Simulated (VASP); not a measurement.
Here is a VASP 6.6.1 calculation.

The input POSCAR:

```
Al3GaN4
1.0
    4.4014385300      0.0000000000      0.0000000000
    0.0000000000      4.4014385300      0.0000000000
    0.0000000000      0.0000000000      4.4014385300
Al Ga N
3 1 4
Direct
    0.4922549773      0.4922549773     -0.0081153023
    0.5000000000      0.0000000000      0.5000000000
    0.0000000000      0.5000000000      0.5000000000
    0.0000000000      0.0000000000      0.0000000000
    0.7441634300      0.7441634300      0.2558365700
    0.7441634300      0.2558365700      0.7441634300
    0.2558365700      0.7441634300      0.7441634300
    0.2558365700      0.2558365700      0.2558365700
```

Contents of INCAR.step1:

```
SYSTEM = Al3GaN4
PREC = Accurate ; ENCUT = 520
ISMEAR = 0 ; SIGMA = 0.05
LREAL = .False. ; LASPH = .True.
NELM = 80 ; NBANDS = 31
GGA = PE ; ALGO = Normal
EDIFF = 1E-4 ; LWAVE = .True.
LCHARG = .False.
```

File INCAR.step2:

```
SYSTEM = Al3GaN4
PREC = Accurate ; ENCUT = 520
EDIFF = 1E-6 ; ISMEAR = 0
SIGMA = 0.05 ; LREAL = .False.
LASPH = .True. ; NELM = 80
ALGO = Normal ; ISIF = 2
LWAVE = .False. ; LCHARG = .False.
METAGGA = R2SCAN ; LMIXTAU = .True.
NBANDS = 31 ; ISTART = 1
```

KPOINTS

```
Automatic mesh
0
Gamma
  6 6 6
  0 0 0
```

Potentials or basis: VASP PAW PBE potentials, release 64 (Al, Ga_d, N).

Launch:

```bash
$ cat potpaw_PBE.64/Al/POTCAR potpaw_PBE.64/Ga_d/POTCAR potpaw_PBE.64/N/POTCAR > POTCAR
$ cp INCAR.step1 INCAR
$ mpirun -np 1 vasp_std > vasp.out
$ cp INCAR.step2 INCAR
$ mpirun -np 1 vasp_std > vasp.out
```

(1) Estimate the pressure.

(2) What does it give for the largest force?

(3) What does it give for the band gap on the k mesh?

## Answers

(1) 0.1 GPa.

(2) 1.183 eV/Å.

(3) 3.74 eV.

Caveat: the cell differs from its parent crystal (atom 1 (Al) moved -0.060 Å towards its neighbour atom 5 (N) at 1.892 Å); the PAW data sets were made with another functional, which shifts forces and pressure a little.
